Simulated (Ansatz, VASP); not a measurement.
## Two plane-wave programs on NaB4

```
Na B
1.0
     2.20203   -4.16366    0.00000
     2.20203    4.16366    0.00000
     0.00000    0.00000    3.18779
Na B
1 4
Cartesian
  0.0000 0.0000 1.5939
  2.2020 1.5593 1.5939
  2.2020 -1.5593 1.5939
  2.2020 0.0000 0.8007
  2.2020 0.0000 2.3871
```

Alike in both runs: functional PBE; k mesh 4 × 4 × 5; occupations gaussian, width 0.2 eV; no spin polarisation.

Ansatz relaxed the structure, and its values are those at the end. VASP's run is a single point on that final structure, the one shown.

|  | VASP | Ansatz |
| --- | --- | --- |
| version | VASP 6.6.1 | Ansatz 0.2.0 |
| potentials or method | VASP PAW PBE potentials, release 64 (Na_pv, B), cutoff 500 eV | scalar-relativistic, plane waves, PAW |
| valence electrons in the cell | 19 | 21 |

Ansatz gave:

| Item | Value |
| --- | --- |
| gap on the k mesh at the Fermi level (eV) | none |
| pressure (GPa) | -0.2 |
| rms of the force components (eV/Å) | 0.018 |

What did VASP give for the same quantities?

gap on the k mesh at the Fermi level (eV): none; pressure (GPa): -0.1; rms of the force components (eV/Å): 0.028.

A gap of «none» marks a metal or a gap that the smearing closes. VASP's potentials hold 19 valence electrons a cell and Ansatz's 21, so a difference there can come from the potentials and not from the codes.

The k mesh is coarse, so the values compare programs but aren't converged.
